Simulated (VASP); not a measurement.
The system is ZrO2.

```
CELL_PARAMETERS angstrom
0.02545 2.54471 2.54471
2.54471 0.02545 2.54471
2.57016 2.57016 0.00000
ATOMIC_POSITIONS crystal
Zr 0.00000 0.00000 0.00000
O 0.24865 0.24865 0.25135
O 0.75135 0.75135 0.74865
```

This cell differs from its parent crystal: shear xy strain +2.0%.

Base run:

```yaml
Program: VASP 6.6.1
Functional: r2SCAN
Potentials_or_basis: VASP PAW PBE potentials, release 64 (Zr_sv, O)
Cutoff: 660 eV
k_mesh: 8 × 8 × 8
Occupations: gaussian, width 0.01 eV
Spin: no spin polarisation
```

Its results: band gap on the k mesh 3.87 eV (least direct gap 4.28 eV); pressure 0.1 GPa; largest force 0.004 eV/Å.

Question: The run is repeated on the same cell with these changes: functional from r2SCAN to PBE; cutoff from 660 eV to 600 eV; occupations from gaussian, width 0.01 eV to fermi-dirac, width 0.02 eV. What comes out?

Answer: Band gap on the k mesh 3.35 eV (least direct gap 3.80 eV); pressure 3.9 GPa; largest force 0.011 eV/Å.

Caveats: the PAW data sets were made with another functional, which shifts forces and pressure a little (at least some runs); the cell stands under pressure (at least some runs).

A k mesh can miss the band edges.
